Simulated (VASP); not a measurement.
Set up this calculation in VASP 6.6.1, as the native input.

| Item | Value |
| --- | --- |
| Task | single point |
| Functional | PBE |
| Potentials or basis | VASP PAW PBE potentials, release 64 (Y_sv) |
| Cutoff | 520 eV |
| k mesh | 18 × 18 × 8 |
| Occupations | gaussian, width 0.15 eV |
| Spin | no spin polarisation |
| Dipole correction | no |
| Further INCAR settings | ALGO = Fast; EDIFF = 1e-06; NBANDS = 18 |

The structure of Y lies in POSCAR:

```
Y
1.0
    3.8340741989      0.0000000000      0.0000000000
   -1.9170370994      3.3204056563      0.0000000000
    0.0000000000      0.0000000000      5.4600300000
Y
2
Direct
    0.3333333333      0.6666666667      0.2500000000
    0.6666666667      0.3333333333      0.7500000000
```

This cell differs from its parent crystal: strain +0.050 along x and y, -0.050 along z.

One way to write it, as run:

INCAR

```
PREC = Accurate
ENCUT = 520
EDIFF = 1E-6
ISMEAR = 0
SIGMA = 0.15
LREAL = F
LASPH = T
NELM = 80
ALGO = Fast
ISIF = 2
LWAVE = F
LCHARG = F
GGA = PE
NBANDS = 18
```

KPOINTS

```
Automatic mesh
0
Gamma
  18 18 8
```

Potentials or basis: VASP PAW PBE potentials, release 64 (Y_sv).

Launch:

```console
$ cat potpaw_PBE.64/Y_sv/POTCAR > POTCAR
$ mpirun -np 1 vasp_std > vasp.out
```

Results of the run:

```
Pressure               : -2.1 GPa
Band gap on the k mesh : zero (band 11 reaches 4.10 eV, above the bottom of band 12 at 2.08 eV)
```

Caveat: the cell differs from its parent crystal (strain +0.050 along x and y, -0.050 along z).

Wall time 6 min on 1 thread of Intel(R) Xeon(R) Platinum 8259CL CPU @ 2.50GHz (Skylake/Cascade Lake), on a shared host, peak memory 0.36 GiB.
